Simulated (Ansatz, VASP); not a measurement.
Mg in VASP and in Ansatz

INCAR

```
SYSTEM = Mg
ALGO = Fast
EDIFF = 1E-7
ENCUT = 520
GGA = PE
ISIF = 2
ISMEAR = 0
LASPH = .True.
LCHARG = .True.
LELF = .True.
LREAL = .False.
LVHAR = .True.
LWAVE = .False.
NBANDS = 7
NELM = 60
PREC = Accurate
SIGMA = 0.15
```

The input KPOINTS:

```
k-points
0
Gamma
  20 20 20
  0 0 0
```

POSCAR

```
Mg
1.0
   -1.7724080398      1.7724080398      1.9748170379
    1.7724080398     -1.7724080398      1.9748170379
    1.7724080398      1.7724080398     -1.9748170379
Mg
1
Direct
    0.0000000000      0.0000000000      0.0000000000
```

Input for Ansatz:

```yaml
crystal:
  lattice:
    - [-1.7724080398, 1.7724080398, 1.9748170379]
    - [1.7724080398, -1.7724080398, 1.9748170379]
    - [1.7724080398, 1.7724080398, -1.9748170379]
  atoms:
    - { symbol: Mg, position: [0.0, 0.0, 0.0] }
basis:
  ecutwfc: 520.0
kpoints:
  mp_grid: { grid: [20, 20, 20] }
hamiltonian:
  xc: pbe
  pseudopotentials: { kind: paw }
scf:
  occupations: { method: gaussian, width: 0.15 }
output:
  forces: true
  stress: true
  eigenvalues: true
```

Alike in both runs: task single point; functional PBE; k mesh 20 × 20 × 20; occupations gaussian, width 0.15 eV; no spin polarisation.

|  | VASP | Ansatz |
| --- | --- | --- |
| version | VASP 6.6.1 | Ansatz 0.2.0 |
| potentials or method | VASP PAW PBE potentials, release 64 (Mg), cutoff 520 eV | scalar-relativistic, plane waves, PAW |
| valence electrons in the cell | 2 | 10 |

VASP gave:

| Property | Result |
| --- | --- |
| gap on the k mesh at the Fermi level (eV) | none |
| pressure (GPa) | -2.4 |
| traceless stress, the component that is largest in VASP (GPa) | 0.49 |

Q: Which values does Ansatz return?

A: gap on the k mesh at the Fermi level (eV): none; pressure (GPa): -2.3; traceless stress, the component that is largest in VASP (GPa): 0.49.

A gap of «none» marks a metal or a gap that the smearing closes. VASP's potentials hold 2 valence electrons a cell and Ansatz's 10, so a difference there can come from the potentials and not from the codes.
